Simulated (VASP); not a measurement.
# LiY (P6mm) in VASP: further runs

LiY is run at these levels: PBEsol, PBE0; tasks: single point.

Everything below comes from runs of VASP 6.6.1. Logs are shortened: lines on timing, memory, paths and dates and some standing lists are left out, and cuts for length are marked.

### Step 1. The cell of the first run

It takes space group P6mm (No. 183, hexagonal). Conventional cell: a = 3.083 Å, b = 3.083 Å, c = 4.528 Å, α = 90.00°, β = 90.00°, γ = 120.00°. Within 2.9 Å of Li (site symmetry 6mm) lie 2 Y at 2.19 to 2.34 Å. Y (site symmetry 6mm) has 2 Li at 2.19 to 2.34 Å within 2.9 Å.

### Step 2. Single point, PBEsol, non-collinear spin, zero start, spin-orbit coupling

Input file INCAR:

```
PREC = Accurate
ENCUT = 520
EDIFF = 1E-7
ISMEAR = 0
SIGMA = 0.1
LREAL = F
LASPH = T
NELM = 150
ALGO = Normal
ISIF = 2
LWAVE = F
LCHARG = F
MAGMOM = 0 0 0 0 0 0
LORBIT = 11
LSORBIT = T
GGA_COMPAT = F
LORBMOM = T
LMAXMIX = 4
GGA = PS
NBANDS = 26
```

Input file KPOINTS:

```
regular mesh
0
Gamma
  8 8 5
```

Input file POSCAR:

```
LiY
1.0
    3.0834595800      0.0000000000      0.0000000000
   -1.5417297900      2.6703543300      0.0000000000
    0.0000000000      0.0000000000      4.5284494500
Li Y
1 1
Direct
    0.0000000000      0.0000000000      0.8887955400
    0.0000000000      0.0000000000      0.4055029000
```

Potentials or basis: VASP PAW PBE potentials, release 64 (Li_sv, Y_sv).

Started as:

```bash
cat potpaw_PBE.64/Li_sv/POTCAR potpaw_PBE.64/Y_sv/POTCAR > POTCAR
mpirun -np 1 vasp_ncl > vasp.out
```

OUTCAR:

```text
PREC = Accurate
   ENCUT = 520
   EDIFF = 1E-7
   ISMEAR = 0
   LREAL = F
   LASPH = T
   NELM = 150
   ISIF = 2
   LORBIT = 11
   LSORBIT = T
   GGA = PS

 ion  position               nearest neighbor table
   1  0.000  0.000  0.889-   2 2.19   2 2.34
   2  0.000  0.000  0.406-   1 2.19   1 2.34

  LATTYP: Found a hexagonal cell.
 ALAT       =     3.0834595800
 C/A-ratio  =     1.4686261754

  Lattice vectors:

 A1 = (   3.0834595800,   0.0000000000,   0.0000000000)
 A2 = (  -1.5417297900,   2.6703543300,   0.0000000000)
 A3 = (   0.0000000000,   0.0000000000,   4.5284494500)

Analysis of symmetry for initial positions (statically):
=====================================================================
 Subroutine PRICEL returns:
 Original cell was already a primitive cell.

 Routine SETGRP: Setting up the symmetry group for a
 hexagonal supercell.

 Subroutine GETGRP returns: Found 12 space group operations
 (whereof 12 operations were pure point group operations)
 out of a pool of 24 trial point group operations.

The static configuration has the point symmetry C_6v.

Analysis of symmetry for dynamics (positions and initial velocities):
=====================================================================
 Subroutine PRICEL returns:
 Original cell was already a primitive cell.

 Routine SETGRP: Setting up the symmetry group for a
 hexagonal supercell.

 Subroutine GETGRP returns: Found 12 space group operations
 (whereof 12 operations were pure point group operations)
 out of a pool of 24 trial point group operations.

The dynamic configuration has the point symmetry C_6v.

Analysis of structural, dynamic, and magnetic symmetry:
=====================================================================
 Subroutine PRICEL returns:
 Original cell was already a primitive cell.

 Routine SETGRP: Setting up the symmetry group for a
 hexagonal supercell.

 Subroutine GETGRP returns: Found 12 space group operations
 (whereof 12 operations were pure point group operations)
 out of a pool of 24 trial point group operations.

The overall configuration has the point symmetry C_6v.

 Subroutine INISYM returns: Found 12 space group operations
 (whereof 12 operations are pure point group operations),
 and found     1 'primitive' translations

----------------------------------------------------------------------------------------

                                     Primitive cell

  volume of cell :      37.2869

  direct lattice vectors                    reciprocal lattice vectors
     3.083459580  0.000000000  0.000000000     0.324311045  0.187241069  0.000000000
    -1.541729790  2.670354330  0.000000000     0.000000000  0.374482138  0.000000000
     0.000000000  0.000000000  4.528449450     0.000000000  0.000000000  0.220826137

  length of vectors
     3.083459580  3.083459582  4.528449450     0.374482139  0.374482138  0.220826137

  position of ions in fractional coordinates (direct lattice)
     0.000000000  0.000000000  0.888795540
     0.000000000  0.000000000  0.405502900

  ion indices of the primitive-cell ions
   primitive index   ion index
                 1           1
                 2           2

----------------------------------------------------------------------------------------

 KPOINTS: regular mesh

Automatic generation of k-mesh.
 Grid dimensions read from file:
 generate k-points for:    8    8    5

 Generating k-lattice:

  Cartesian coordinates                     Fractional coordinates (reciprocal lattice)
     0.040538881  0.023405134  0.000000000     0.125000000 -0.000000000  0.000000000
     0.000000000  0.046810267  0.000000000     0.000000000  0.125000000  0.000000000
     0.000000000  0.000000000  0.044165227     0.000000000  0.000000000  0.200000000

  Length of vectors
     0.046810267  0.046810267  0.044165227

  Shift w.r.t. Gamma in fractional coordinates (k-lattice)
     0.000000000  0.000000000  0.000000000

 Subroutine IBZKPT returns following result:
 ===========================================

 Found     50 irreducible k-points:

 Following reciprocal coordinates:
            Coordinates               Weight
  0.000000  0.000000  0.000000      1.000000
  0.125000 -0.000000  0.000000      6.000000
  0.250000 -0.000000  0.000000      6.000000
  0.375000 -0.000000  0.000000      6.000000
[... 47 lines left out ...]
   POTIM  = 0.5000    time-step for ionic-motion
   TEBEG  =    0.0;   TEEND  =   0.0 temperature during run
   PSTRESS=    0.0 pullay stress
   NELECT =      14.0000    total number of electrons
   NUPDOWN=      -1.0000    fix difference up-down
   EMIN   =  10.00;   EMAX   =-10.00  energy-range for DOS
   EFERMI =   0.00;   METHOD = LEGACY
   ISMEAR =     0;   SIGMA  =   0.10  broadening in eV -4-tet -1-fermi 0-gaus
   EFERMI_NEDOS =   21; number of points for ismear=-14 and -15
   IALGO  =     38    algorithm
   IMIX   =      4    mixing-type and parameters
     AMIX     =   0.40;   BMIX     =  1.00
     AMIX_MAG =   1.60;   BMIX_MAG =  1.00
  volume/ion in A,a.u.               =      18.64       125.81
  Fermi-wavevector in a.u.,A,eV,Ry     =   1.181042  2.231845 18.978220  1.394860
  Thomas-Fermi vector in A             =   2.317323
   LORBIT       =     11    0 simple, 1 ext, 2 COOP (PROOUT), +10 PAW based schemes
   GGA     = PS    functional components
   LHFCALC =     F    Hartree Fock is set to
   AEXX    =    0.0000 exact exchange contribution
   IVDW    =     0    specifies the selected vdW correction
   LEPSILON=     F    determine dielectric tensor
   LRPA    =     F    only Hartree local field effects (RPA)
 Gauss-broadening in eV      SIGMA  =   0.10
  energy-cutoff  :      520.00
  volume of cell :       37.29
 maximum number of plane-waves:      2040
   NGX = 11   NGY = 11   NGZ = 17

 number of electron      13.9999996 magnetization       0.0000000      0.0000000      0.0000000

 number of electron      13.9999996 magnetization      -0.0000000     -0.0000000     -0.0000000

 number of electron      13.9999996 magnetization      -0.0000000      0.0000000      0.0000000

 number of electron      13.9999996 magnetization      -0.0000000     -0.0000000      0.0000000

 Free energy of the ion-electron system (eV)
  ---------------------------------------------------
  ext. energy  EPLUGINS =         0.00000000
  ---------------------------------------------------
  free energy    TOTEN  =        -6.64758762 eV

  energy without entropy =       -6.63988360  energy(sigma->0) =       -6.64373561

 E-fermi :   3.7659     XC(G=0):  -9.8531

 val. band max:        3.7569455804   @ k =   0.3750   0.2500   0.0000
 cond. band min:       3.7833158933   @ k =   0.2500   0.2500   0.2000
 fundamental gap:      0.0263703128
 Fermi energy:         3.7658548020

 k-point     1 :       0.0000    0.0000    0.0000
  band No.  band energies     occupation
      1     -43.1438      1.00000
      2     -43.1438      1.00000
      3     -38.7473      1.00000
      4     -38.7473      1.00000
      5     -19.6230      1.00000
      6     -19.6230      1.00000
[... 685 lines left out ...]
     25      11.0787      0.00000
     26      11.0813      0.00000

 [... further k-points ...]

------------------------ aborting loop because EDIFF is reached ----------------------------------------

  FORCE on cell =-STRESS in cart. coord.  units (eV):
  Direction    XX          YY          ZZ          XY          YZ          ZX
  --------------------------------------------------------------------------------------
  -------------------------------------------------------------------------------------
  Total        0.7371531      0.7371531      8.9612427      0.0000000     -0.0000000      0.0000000
  in kB       31.6746317     31.6746318    385.0544475      0.0000000     -0.0000000      0.0000000
  external PRESSURE =     149.4679037 kB  Pullay stress =       0.0000000 kB

 VOLUME and BASIS-vectors are now :
 -----------------------------------------------------------------------------
  energy-cutoff  :      520.00
  volume of cell :       37.29
      direct lattice vectors                 reciprocal lattice vectors
     3.083459580  0.000000000  0.000000000     0.324311045  0.187241069  0.000000000
    -1.541729790  2.670354330  0.000000000     0.000000000  0.374482138  0.000000000
     0.000000000  0.000000000  4.528449450     0.000000000  0.000000000  0.220826137

 POSITION                                       TOTAL-FORCE (eV/Angst)
 -----------------------------------------------------------------------------------
      0.00000      0.00000      4.02487        -0.000000      0.000000      0.632099
      0.00000      0.00000      1.83630         0.000000     -0.000000     -0.632099
 -----------------------------------------------------------------------------------
    total drift:                               -0.000000     -0.000000      0.000138

  FREE ENERGIE OF THE ION-ELECTRON SYSTEM (eV)
  ---------------------------------------------------
  free  energy   TOTEN  =        -6.6475876185 eV

  energy  without entropy=       -6.6398835983  energy(sigma->0) =       -6.64373561

 orbital moment (x)

 # of ion     p       d       f       tot
 ------------------------------------------------
  1        -0.000   0.000   0.000  -0.000
  2         0.000  -0.000  -0.000  -0.000
 ------------------------------------------------
           -0.000  -0.000  -0.000  -0.000

 orbital moment (y)

 # of ion     p       d       f       tot
 ------------------------------------------------
  1         0.000   0.000   0.000   0.000
  2         0.000  -0.000   0.000  -0.000
 ------------------------------------------------
            0.000  -0.000   0.000  -0.000

 orbital moment (z)

 # of ion     p       d       f       tot
 ------------------------------------------------
  1         0.000   0.000   0.000   0.000
  2         0.000   0.000  -0.000   0.000
 ------------------------------------------------
            0.000   0.000  -0.000   0.000

 Spin-Orbit-Coupling matrix elements

 Ion:    1  E_soc:      0.0000007
 l=   1
     0.0000000     0.0000003    -0.0000002
     0.0000003     0.0000000     0.0000003
    -0.0000002     0.0000003     0.0000000
 l=   2
     0.0000000     0.0000000     0.0000000     0.0000000     0.0000000
     0.0000000     0.0000000     0.0000000     0.0000000     0.0000000
     0.0000000     0.0000000     0.0000000     0.0000000     0.0000000
     0.0000000     0.0000000     0.0000000     0.0000000     0.0000000
     0.0000000     0.0000000     0.0000000     0.0000000     0.0000000
 l=   3
     0.0000000     0.0000000     0.0000000     0.0000000     0.0000000     0.0000000     0.0000000
     0.0000000     0.0000000     0.0000000     0.0000000     0.0000000     0.0000000     0.0000000
     0.0000000     0.0000000     0.0000000     0.0000000     0.0000000     0.0000000     0.0000000
     0.0000000     0.0000000     0.0000000     0.0000000     0.0000000     0.0000000     0.0000000
     0.0000000     0.0000000     0.0000000     0.0000000     0.0000000     0.0000000     0.0000000
     0.0000000     0.0000000     0.0000000     0.0000000     0.0000000     0.0000000     0.0000000
     0.0000000     0.0000000     0.0000000     0.0000000     0.0000000     0.0000000     0.0000000

 Ion:    2  E_soc:     -0.1015780
 l=   1
     0.0000000    -0.0165853    -0.0170032
    -0.0165853     0.0000000    -0.0165853
    -0.0170032    -0.0165853     0.0000000
 l=   2
     0.0000000    -0.0000397     0.0000000    -0.0000397    -0.0001003
    -0.0000397     0.0000000    -0.0001544    -0.0000474    -0.0000397
     0.0000000    -0.0001544     0.0000000    -0.0001544     0.0000000
    -0.0000397    -0.0000474    -0.0001544     0.0000000    -0.0000397
    -0.0001003    -0.0000397     0.0000000    -0.0000397     0.0000000
 l=   3
     0.0000000    -0.0000000     0.0000000     0.0000000     0.0000000    -0.0000000    -0.0000000
    -0.0000000     0.0000000    -0.0000000     0.0000000    -0.0000000    -0.0000000    -0.0000000
     0.0000000    -0.0000000     0.0000000     0.0000000    -0.0000000    -0.0000000     0.0000000
     0.0000000     0.0000000     0.0000000     0.0000000     0.0000000     0.0000000     0.0000000
     0.0000000    -0.0000000    -0.0000000     0.0000000     0.0000000    -0.0000000     0.0000000
    -0.0000000    -0.0000000    -0.0000000     0.0000000    -0.0000000     0.0000000    -0.0000000
    -0.0000000    -0.0000000     0.0000000     0.0000000     0.0000000    -0.0000000     0.0000000

 total charge

# of ion       s       p       d       f       tot
--------------------------------------------------
    1        2.041   0.101   0.000   0.000   2.141
    2        2.340   6.245   1.404   0.023  10.012
--------------------------------------------------
tot          4.381   6.345   1.404   0.023  12.154

 magnetization (x)

# of ion       s       p       d       f       tot
--------------------------------------------------
    1        0.000   0.000   0.000   0.000   0.000
    2       -0.000   0.000   0.000   0.000  -0.000
--------------------------------------------------
tot         -0.000   0.000   0.000   0.000   0.000

 magnetization (y)

# of ion       s       p       d       f       tot
--------------------------------------------------
    1        0.000  -0.000   0.000   0.000  -0.000
    2        0.000  -0.000   0.000  -0.000   0.000
--------------------------------------------------
tot          0.000  -0.000   0.000  -0.000   0.000

 magnetization (z)

# of ion       s       p       d       f       tot
--------------------------------------------------
    1        0.000   0.000   0.000   0.000   0.000
    2       -0.000   0.000   0.000   0.000   0.000
--------------------------------------------------
tot         -0.000   0.000   0.000   0.000   0.000
```

Run time: 89 s. Hardware: 1 thread of AMD EPYC 7R13 (Zen 3), shared host; peak memory 0.26 GiB.

Results:

```yaml
Free_energy: -6.6476 eV
Largest_force: 0.632 eV/Å
Net_moment: 0.00 μB per cell
Valence_electrons_inside_the_program's_atomic_spheres: Li 2.14; Y 10.01
```

Forces in eV/Å, atoms in the order of the input:
```
Li   0.000  0.000  0.632
Y    0.000  0.000 -0.632
```

Moments on the atoms (μB; x, y, z):
```
Li  0.00 0.00 0.00
Y   0.00 0.00 0.00
```

Caveat: the cutoff is under 1.25 times the usual one of these potentials, so pressure, stress and relaxed cells hold a basis-set (Pulay) error; the PAW data sets were made with another functional, which shifts forces and pressure a little.

### Step 3. Single point, PBE0

POSCAR is that of step 2.

Input file INCAR.step1:

```
SYSTEM = LiY
  ALGO = Normal
  EDIFF = 1E-5
  ENCUT = 520
  GGA = PE
  ISIF = 2
  ISMEAR = -1
  LASPH = .True.
  LCHARG = .False.
  LREAL = .False.
  LWAVE = .True.
  NBANDS = 14
  NELM = 80
  PREC = Accurate
  SIGMA = 0.1
```

Input file INCAR.step2:

```
SYSTEM = LiY
  AEXX = 0.25
  ALGO = Normal
  EDIFF = 1E-7
  ENCUT = 520
  GGA = PE
  ISIF = 2
  ISMEAR = -1
  ISTART = 1
  LASPH = .True.
  LCHARG = .False.
  LHFCALC = .True.
  LREAL = .False.
  LWAVE = .False.
  NBANDS = 14
  NELM = 80
  PREC = Accurate
  PRECFOCK = Normal
  SIGMA = 0.1
```

Input file KPOINTS:

```
k-points
0
Gamma
  5 5 3
  0 0 0
```

Potentials or basis: VASP PAW PBE potentials, release 64 (Li_sv, Y_sv).

Started as:

```bash
cat potpaw_PBE.64/Li_sv/POTCAR potpaw_PBE.64/Y_sv/POTCAR > POTCAR
cp INCAR.step1 INCAR
mpirun -np 1 vasp_std > vasp.out
cp INCAR.step2 INCAR
mpirun -np 1 vasp_std > vasp.out
```

Wall time 7.3 min (1 thread of AMD EPYC 7R13 (Zen 3), shared host); peak memory 0.14 GiB.

The run converged. Its results:

```
Free energy            : -7.6667 eV
Largest force          : 0.549 eV/Å
Band gap on the k mesh : zero (bands 7 and 8 overlap by 1.11 eV)
```

Forces on the atoms (eV/Å):
```
Li   0.000  0.000  0.549
Y    0.000  0.000 -0.549
```

Levels at points of the mesh, in eV from the Fermi level:
| k point | band 5 | band 6 | band 7 | band 8 | band 9 | band 10 |
| --- | --- | --- | --- | --- | --- | --- |
| (0.00, 0.00, 0.00) | -24.13 | -6.04 | -1.42 | 2.85 | 3.28 | 3.28 |

Caveat: the k points lie up to 0.47 Å⁻¹ apart, too coarse for converged energies and pressures of a metal; the cutoff is under 1.25 times the usual one of these potentials, so pressure, stress and relaxed cells hold a basis-set (Pulay) error; the PAW data sets were made with another functional, which shifts forces and pressure a little.

(Part 1 of 2 ends here.)
